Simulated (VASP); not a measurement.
# B2O (P-3m1) in VASP: notebook

Runs on B2O. Level: PBE+D3(BJ). Tasks: single point, relaxation of cell and atoms.

Everything below comes from runs of VASP 6.6.1. Logs are shortened: lines on timing, memory, paths and dates and some standing lists are left out, and cuts for length are marked.

## Step 1: The cell of the first run

It takes space group P-3m1 (No. 164, trigonal). Conventional cell: a = 2.546 Å, b = 2.546 Å, c = 9.678 Å, α = 90.00°, β = 90.00°, γ = 120.00°. Within 2.1 Å of B (site symmetry 3m) lie 3 O at 1.57 Å and 1 B at 1.74 Å. Within 2.1 Å of B (site symmetry 3m) lie 3 B at 1.58 Å. O (site symmetry 3m) has 3 B at 1.57 Å within 2.1 Å.

## Step 2: Single point, PBE+D3(BJ)

Contents of INCAR:

```
ALGO = Fast
EDIFF = 1E-6
ENCUT = 520
GGA = PE
ISIF = 2
ISMEAR = 0
IVDW = 12
LASPH = T
LCHARG = T
LELF = T
LREAL = F
LVHAR = T
LWAVE = F
NBANDS = 21
NELM = 100
PREC = Accurate
SIGMA = 0.1
```

Contents of KPOINTS:

```
k-points
0
Gamma
  18 18 4
```

Contents of POSCAR:

```
B2O
1.0
    2.5455823096      0.0000000000      0.0000000000
   -1.2727911548      2.2045389476      0.0000000000
    0.0000000000      0.0000000000      9.6776733662
B O
4 2
Direct
    0.0000000000      0.0000000000      0.4099026039
    0.0000000000      0.0000000000      0.5900973961
    0.6666666667      0.3333333333      0.0293462865
    0.3333333333      0.6666666667      0.9706537135
    0.6666666667      0.3333333333      0.3525784977
    0.3333333333      0.6666666667      0.6474215023
```

Potentials or basis: VASP PAW PBE potentials, release 64 (B, O).

The run is started by

```sh
> cat potpaw_PBE.64/B/POTCAR potpaw_PBE.64/O/POTCAR > POTCAR
> mpirun -np 1 vasp_std > vasp.out
```

OUTCAR:

```text
EDIFF = 1E-6
   ENCUT = 520
   GGA = PE
   ISIF = 2
   ISMEAR = 0
   IVDW = 12
   LASPH = T
   LREAL = F
   NELM = 100
   PREC = Accurate
 IVDW          = 12

 ion  position               nearest neighbor table
   1  0.000  0.000  0.410-   5 1.57   5 1.57   5 1.57   2 1.74
   2  0.000  0.000  0.590-   6 1.57   6 1.57   6 1.57   1 1.74
   3  0.667  0.333  0.029-   4 1.58   4 1.58   4 1.58
   4  0.333  0.667  0.971-   3 1.58   3 1.58   3 1.58
   5  0.667  0.333  0.353-   1 1.57   1 1.57   1 1.57
   6  0.333  0.667  0.647-   2 1.57   2 1.57   2 1.57

  LATTYP: Found a hexagonal cell.
 ALAT       =     2.5455823096
 C/A-ratio  =     3.8017522866

  Lattice vectors:

 A1 = (   2.5455823096,   0.0000000000,   0.0000000000)
 A2 = (  -1.2727911548,   2.2045389476,   0.0000000000)
 A3 = (   0.0000000000,   0.0000000000,   9.6776733662)

Analysis of symmetry for initial positions (statically):
=====================================================================
 Subroutine PRICEL returns:
 Original cell was already a primitive cell.

 Routine SETGRP: Setting up the symmetry group for a
 hexagonal supercell.

 Subroutine GETGRP returns: Found 12 space group operations
 (whereof 12 operations were pure point group operations)
 out of a pool of 24 trial point group operations.

The static configuration has the point symmetry D_3d.

Analysis of symmetry for dynamics (positions and initial velocities):
=====================================================================
 Subroutine PRICEL returns:
 Original cell was already a primitive cell.

 Routine SETGRP: Setting up the symmetry group for a
 hexagonal supercell.

 Subroutine GETGRP returns: Found 12 space group operations
 (whereof 12 operations were pure point group operations)
 out of a pool of 24 trial point group operations.

The dynamic configuration has the point symmetry D_3d.

 Subroutine INISYM returns: Found 12 space group operations
 (whereof 12 operations are pure point group operations),
 and found     1 'primitive' translations

----------------------------------------------------------------------------------------

                                     Primitive cell

[... 97 lines left out ...]
   NELM   =    100;   NELMIN=  2; NELMDL= -5     # of ELM steps
   EDIFF  = 0.1E-05   stopping-criterion for ELM
   LREAL  =      F    real-space projection
   EDIFFG = 0.1E-04   stopping-criterion for IOM
   NSW    =      0    number of steps for IOM
   IBRION =     -1    ionic relax: 0-MD 1-quasi-New 2-CG
   NFREE  =      0    steps in history (QN), initial steepest desc. (CG)
   ISIF   =      2    stress and relaxation
   ISYM   =      2    0-nonsym 1-usesym 2-fastsym
   POTIM  = 0.5000    time-step for ionic-motion
   TEBEG  =    0.0;   TEEND  =   0.0 temperature during run
   PSTRESS=    0.0 pullay stress
   NELECT =      24.0000    total number of electrons
   NUPDOWN=      -1.0000    fix difference up-down
   EMIN   =  10.00;   EMAX   =-10.00  energy-range for DOS
   EFERMI =   0.00;   METHOD = LEGACY
   ISMEAR =     0;   SIGMA  =   0.10  broadening in eV -4-tet -1-fermi 0-gaus
   EFERMI_NEDOS =   21; number of points for ismear=-14 and -15
   IALGO  =     68    algorithm
   IMIX   =      4    mixing-type and parameters
     AMIX     =   0.40;   BMIX     =  1.00
     AMIX_MAG =   1.60;   BMIX_MAG =  1.00
  volume/ion in A,a.u.               =       9.05        61.08
  Fermi-wavevector in a.u.,A,eV,Ry     =   1.246962  2.356417 21.155899  1.554915
  Thomas-Fermi vector in A             =   2.381116
   LORBIT       =      0    0 simple, 1 ext, 2 COOP (PROOUT), +10 PAW based schemes
   GGA     = PE    functional components
   LHFCALC =     F    Hartree Fock is set to
   AEXX    =    0.0000 exact exchange contribution
   IVDW    =    12    specifies the selected vdW correction
   LEPSILON=     F    determine dielectric tensor
   LRPA    =     F    only Hartree local field effects (RPA)
 non-spin polarized calculation
 RMM-DIIS sequential band-by-band and
 Gauss-broadening in eV      SIGMA  =   0.10
  energy-cutoff  :      520.00
  volume of cell :       54.31
 maximum number of plane-waves:      1488
   NGX =  9   NGY =  9   NGZ = 35

 number of electron      23.9999996 magnetization

 Free energy of the ion-electron system (eV)
  ---------------------------------------------------
  ext. energy  EPLUGINS =         0.00000000
  ---------------------------------------------------
  free energy    TOTEN  =       -39.57233091 eV

  energy without entropy =      -39.56680748  energy(sigma->0) =      -39.56956919

 E-fermi :   4.4497     XC(G=0): -10.2308

 val. band max:        4.3970611805   @ k =   0.1667   0.1111   0.5000
 cond. band min:       4.4516776445   @ k =   0.4444  -0.0000   0.0000
 fundamental gap:      0.0546164640
 Fermi energy:         4.4497011769

 k-point     1 :       0.0000    0.0000    0.0000
  band No.  band energies     occupation
      1     -19.9578      2.00000
      2     -19.4223      2.00000
      3      -8.4889      2.00000
      4      -6.7989      2.00000
      5      -2.6057      2.00000
      6      -1.4504      2.00000
[... 565 lines left out ...]
     20      15.0463      0.00000
     21      17.4561      0.00000

 [... further k-points ...]

------------------------ aborting loop because EDIFF is reached ----------------------------------------

 Edisp (eV)   -0.79669

 E8    (eV) :    -0.2432

  FORCE on cell =-STRESS in cart. coord.  units (eV):
  Direction    XX          YY          ZZ          XY          YZ          ZX
  --------------------------------------------------------------------------------------
  -------------------------------------------------------------------------------------
  Total       0.16114     0.16114    -0.06300     0.00000     0.00000     0.00000
  in kB       4.75363     4.75363    -1.85866     0.00000     0.00000     0.00000
  external pressure =        2.55 kB  Pullay stress =        0.00 kB

 VOLUME and BASIS-vectors are now :
 -----------------------------------------------------------------------------
  energy-cutoff  :      520.00
  volume of cell :       54.31
      direct lattice vectors                 reciprocal lattice vectors
     2.545582310  0.000000000  0.000000000     0.392837425  0.226804793  0.000000000
    -1.272791155  2.204538948  0.000000000     0.000000000  0.453609586  0.000000000
     0.000000000  0.000000000  9.677673366     0.000000000  0.000000000  0.103330621

 POSITION                                       TOTAL-FORCE (eV/Angst)
 -----------------------------------------------------------------------------------
      0.00000      0.00000      3.96690        -0.000000      0.000000     -0.013340
      0.00000      0.00000      5.71077         0.000000     -0.000000      0.013340
      1.27279      0.73485      0.28400        -0.000000     -0.000000      0.014296
     -0.00000      1.46969      9.39367        -0.000000      0.000000     -0.014296
      1.27279      0.73485      3.41214        -0.000000     -0.000000      0.006022
     -0.00000      1.46969      6.26553         0.000000      0.000000     -0.006022
 -----------------------------------------------------------------------------------
    total drift:                                0.000000     -0.000000      0.000000

  FREE ENERGIE OF THE ION-ELECTRON SYSTEM (eV)
  ---------------------------------------------------
  free  energy   TOTEN  =       -40.3690248237 eV

  energy  without entropy=      -40.3635013946  energy(sigma->0) =      -40.36626311
```

stdout:

```text
POSCAR found type information on POSCAR B O
 POSCAR found :  2 types and       6 ions
 scaLAPACK will be used
 LDA part: xc-table for (Slater+PW92), standard interpolation
 POSCAR, INCAR and KPOINTS ok, starting setup
 FFT: planning ... GRIDC
 FFT: planning ... GRID_SOFT
 FFT: planning ... GRID
 WAVECAR not read
 entering main loop
```

Run time: 4.3 min. Hardware: 1 thread of Oxide Virtual Turin-like, shared host; peak memory 0.23 GiB.

Results:

- Free energy: -40.3690 eV
- Pressure: 0.3 GPa
- Largest force: 0.014 eV/Å
- Band gap on the k mesh: zero (bands 12 and 13 overlap by 4.23 eV)
- Dispersion energy per atom: -0.133 eV

Forces in eV/Å, atoms in the order of the input:
```
B    0.000  0.000 -0.013
B    0.000  0.000  0.013
B    0.000  0.000  0.014
B    0.000  0.000 -0.014
O    0.000  0.000  0.006
O    0.000  0.000 -0.006
```

## Step 3: Single point, PBE+D3(BJ)

Contents of INCAR:

```
SYSTEM = B2O
PREC     = Accurate       ! precision mode
ENCUT    = 520            ! plane-wave cutoff, eV
EDIFF    = 1E-6           ! SCF threshold, eV
ISMEAR   = 0              ! smearing method
SIGMA    = 0.15           ! smearing width, eV
LREAL    = .False.        ! projectors in reciprocal space
LASPH    = .True.         ! aspherical terms in the spheres
NELM     = 100            ! most SCF steps
ALGO     = Fast           ! electronic algorithm
ISIF     = 2              ! what is computed and relaxed
LWAVE    = .False.        ! write WAVECAR
LCHARG   = .False.        ! write CHGCAR
GGA      = PE             ! functional
IVDW     = 12             ! dispersion correction
NBANDS   = 21             ! bands
```

Contents of KPOINTS:

```
Automatic mesh
0
Gamma
  18 18 4
  0 0 0
```

POSCAR is that of step 2.

Potentials or basis: VASP PAW PBE potentials, release 64 (B, O).

The run is started by

```sh
> cat potpaw_PBE.64/B/POTCAR potpaw_PBE.64/O/POTCAR > POTCAR
> mpirun -np 1 vasp_std > vasp.out
```

Run time: 4.1 min. Hardware: 1 thread of Oxide Virtual Turin-like, shared host; peak memory 0.23 GiB.

The run converged. Its results:

```yaml
Free_energy: -40.3726 eV
Pressure: 0.2 GPa
Largest_force: 0.014 eV/Å
Band_gap_on_the_k_mesh: zero (bands 12 and 13 overlap by 4.23 eV)
Dispersion_energy_per_atom: -0.133 eV
```

Forces on the atoms (eV/Å):
```
B    0.000  0.000 -0.014
B    0.000  0.000  0.014
B    0.000  0.000  0.007
B    0.000  0.000 -0.007
O    0.000  0.000  0.006
O    0.000  0.000 -0.006
```

Stress tensor (GPa, compression positive):
```
 0.44  0.00  0.00
 0.00  0.44  0.00
 0.00  0.00 -0.20
```

Levels at points of the mesh, in eV from the Fermi level:
| k point | band 8 | band 9 | band 10 | band 11 | band 12 | band 13 | band 14 | band 15 | band 16 | band 17 |
| --- | --- | --- | --- | --- | --- | --- | --- | --- | --- | --- |
| (0.00, 0.00, 0.00) | -5.80 | -5.80 | -4.47 | -2.24 | 3.48 | 3.69 | 3.69 | 4.24 | 5.18 | 5.95 |
| (0.50, 0.00, 0.00) | -7.35 | -6.57 | -6.53 | -3.41 | -0.07 | 0.81 | 2.06 | 3.16 | 4.74 | 7.88 |
| (0.00, 0.00, 0.50) | -5.80 | -5.80 | -4.88 | -1.87 | 3.06 | 3.69 | 3.69 | 4.77 | 4.90 | 5.95 |
| (0.50, 0.00, 0.50) | -7.34 | -6.57 | -6.56 | -3.39 | -0.07 | 0.74 | 2.34 | 2.88 | 4.78 | 7.88 |

## Step 4: Single point, PBE+D3(BJ)

Contents of INCAR:

```
SYSTEM = B2O
PREC = Accurate
ENCUT = 520
EDIFF = 1E-6
ISMEAR = 0
SIGMA = 0.15
LREAL = .FALSE.
LASPH = .TRUE.
NELM = 80
ALGO = Fast
ISIF = 2
LWAVE = .FALSE.
LCHARG = .TRUE.
GGA = PE
IVDW = 12
LELF = .TRUE.
LVHAR = .TRUE.
NBANDS = 21
```

Contents of KPOINTS:

```
regular mesh
0
G
  21 21 6
  0 0 0
```

POSCAR is that of step 3.

The run is started by

```sh
> cat potpaw_PBE.64/B/POTCAR potpaw_PBE.64/O/POTCAR > POTCAR
> mpirun -np 1 vasp_std > vasp.out
```

Wall time 6.7 min (1 thread of Oxide Virtual Turin-like, shared host); peak memory 0.32 GiB.

Results (log left out):

```yaml
Free_energy: -40.3700 eV
Pressure: 0.2 GPa
Largest_force: 0.038 eV/Å
Band_gap_on_the_k_mesh: zero (bands 12 and 13 overlap by 4.33 eV)
Dispersion_energy_per_atom: -0.133 eV
```

Forces in eV/Å, atoms in the order of the input:
```
B    0.000  0.000 -0.013
B    0.000  0.000  0.013
B    0.000  0.000 -0.038
B    0.000  0.000  0.038
O    0.000  0.000  0.005
O    0.000  0.000 -0.005
```

Stress tensor (GPa, compression positive):
```
 0.42  0.00  0.00
 0.00  0.42  0.00
 0.00  0.00 -0.31
```

Levels at points of the mesh, in eV from the Fermi level:
```
           k point  band 10  band 11  band 12  band 13  band 14  band 15
(0.00, 0.00, 0.00)    -4.49    -2.27     3.46     3.69     3.69     4.21
(0.00, 0.00, 0.50)    -4.90    -1.91     3.04     3.69     3.69     4.74
```

(Continued in part 2 of 2.)

The gap in the log of VASP goes by the Fermi energy; the results here count the filled bands.